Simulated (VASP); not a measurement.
Wanted: the native input for a VASP 6.6.1 run.

```
Task                   : relaxation of cell and atoms
Functional             : r2SCAN
Potentials or basis    : VASP PAW PBE potentials, release 64 (Li_sv)
Cutoff                 : 600 eV
k mesh                 : 11 × 11 × 11
Occupations            : methfessel-paxton, width 0.1 eV
Spin                   : no spin polarisation
Target pressure        : 40 GPa
Dipole correction      : no
Further INCAR settings : ALGO = Normal; EDIFF = 1e-07; IBRION = 2; EDIFFG = -0.05; NSW = 80; ISIF = 3
```

Li:

```xyz
1
Lattice="-1.7547 1.7547 1.7547 1.7547 -1.7547 1.7547 1.7547 1.7547 -1.7547" Properties=species:S:1:pos:R:3 pbc="T T T"
Li    0.0000    0.0000    0.0000
```

These files were run (other wordings do the same):

POSCAR

```
Li
1.0
   -1.7546500000      1.7546500000      1.7546500000
    1.7546500000     -1.7546500000      1.7546500000
    1.7546500000      1.7546500000     -1.7546500000
Li
1
Direct
    0.0000000000      0.0000000000      0.0000000000
```

INCAR.step1

```
SYSTEM = Li
ALGO = Normal
EDIFF = 1E-4
ENCUT = 600
GGA = PE
ISMEAR = 1
LASPH = .True.
LCHARG = .False.
LREAL = .False.
LWAVE = .True.
NELM = 60
PREC = Accurate
SIGMA = 0.1
```

INCAR.step2

```
SYSTEM = Li
ALGO = Normal
EDIFF = 1E-7
EDIFFG = -0.05
ENCUT = 600
IBRION = 2
ISIF = 3
ISMEAR = 1
ISTART = 1
LASPH = .True.
LCHARG = .False.
LMIXTAU = .True.
LREAL = .False.
LWAVE = .False.
METAGGA = R2SCAN
NELM = 60
NSW = 80
PREC = Accurate
PSTRESS = 400.0
SIGMA = 0.1
```

KPOINTS

```
k-points
0
Gamma
  11 11 11
  0 0 0
```

Potentials or basis: VASP PAW PBE potentials, release 64 (Li_sv).

Run with:

```console
$ cat potpaw_PBE.64/Li_sv/POTCAR > POTCAR
$ cp INCAR.step1 INCAR
$ mpirun -np 1 vasp_std > vasp.out
$ cp INCAR.step2 INCAR
$ mpirun -np 1 vasp_std > vasp.out
```

It gave:

```
Relaxed volume                                             : 9.46 Å³/atom
Relaxed cell                                               : a = 2.308 Å, b = 2.308 Å, c = 2.308 Å, α = 109.47°, β = 109.47°, γ = 109.47°
Space group after relaxing (to 0.1 Å)                      : Im-3m (No. 229)
Energy change on relaxing (the run minimises the enthalpy) : +791.0 meV/atom
Ionic steps                                                : 3
Pressure after relaxing                                    : 40.2 GPa
Band gap on the k mesh                                     : zero (an odd number of electrons rules out a gap without spin polarisation)
```

Caveat: the cutoff is under 1.25 times the usual one of these potentials, so pressure, stress and relaxed cells hold a basis-set (Pulay) error; the cell is relaxed towards a set pressure, so the run minimises the enthalpy, not the energy; the volume moved by over 15 % at a fixed basis, so the end points are rough; the PAW data sets were made with another functional, which shifts forces and pressure a little.

Run time: 38 s on 1 thread of Intel(R) Xeon(R) 6975P-C (Granite Rapids) (shared host), peak memory 0.14 GiB.
